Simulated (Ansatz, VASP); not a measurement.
**Two plane-wave programs on HF**

```
F H
1.0
     6.47922    0.00000    0.00000
     0.00000    6.47922    0.00000
     0.00000    0.00000    6.47922
F H
8 8
Direct
  0.39091 0.05553 0.83719
  0.58663 0.36524 0.98972
  0.08074 0.39931 0.25127
  0.42541 0.75261 0.06326
  0.06778 0.01665 0.23591
  0.52955 0.31480 0.51224
  0.87598 0.70099 0.12593
  0.60710 0.94962 0.35651
  0.46168 0.18078 0.86800
  0.54200 0.50271 0.00740
  0.99500 0.50914 0.20310
  0.41005 0.86820 0.97006
  0.04922 0.16293 0.23964
  0.54473 0.18409 0.45236
  0.92854 0.83060 0.17559
  0.52724 0.86719 0.26572
```

Alike in both runs: functional r2SCAN; k mesh 1 × 1 × 1; occupations fermi-dirac, width 0.05 eV; no spin polarisation.

Ansatz relaxed the structure, and its values are those at the end. VASP's run is a single point on that final structure, the one shown.

```csv
,VASP,Ansatz
version,VASP 6.6.1,Ansatz 0.2.0
potentials or method,"VASP PAW PBE potentials, release 64 (F_h, H_h), cutoff 1110 eV","scalar-relativistic, plane waves, PAW"
valence electrons in the cell,64,64
```

|  | VASP | Ansatz | Ansatz less VASP |
| --- | --- | --- | --- |
| rms of the force components (eV/Å) | 0.072 | 0.075 | +0.0036 |

VASP's potentials were made for PBE, not for r2SCAN.
